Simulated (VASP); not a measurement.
A run of VASP 6.6.1:

Contents of INCAR:

```
SYSTEM = Ta2N
ALGO = Normal
EDIFF = 1E-7
ENCUT = 520
GGA = PE
ISIF = 2
ISMEAR = 0
LASPH = .True.
LCHARG = .False.
LREAL = .False.
LWAVE = .False.
NBANDS = 20
NELM = 60
PREC = Accurate
SIGMA = 0.1
```

Contents of KPOINTS:

```
k-points
0
Gamma
  14 14 8
  0 0 0
```

Contents of POSCAR:

```
Ta2N
1.0
    3.2226832599     -0.1159540911     -0.0360469362
   -1.7117608185      2.6628103596      0.0950160057
   -0.0563927588      0.1390826590      4.5011940363
Ta N
2 1
Direct
    0.6319394117      0.3413321268      0.7456170840
    0.3680605883      0.6586678732      0.2543829160
    0.0000000000      0.0000000000      0.0000000000
```

Potentials or basis: VASP PAW PBE potentials, release 64 (Ta_pv, N).

The run is started by

```sh
$ cat potpaw_PBE.64/Ta_pv/POTCAR potpaw_PBE.64/N/POTCAR > POTCAR
$ mpirun -np 1 vasp_std > vasp.out
```

Hardware: 1 thread of Intel(R) Xeon(R) 6975P-C (Granite Rapids) (shared host).

Task: How long does it take, and how much memory?

Result: It took 3.1 min on 1 thread of Intel(R) Xeon(R) 6975P-C (Granite Rapids), on a shared host, peak memory 0.59 GiB. Counts: scf iterations 15, k points 788.
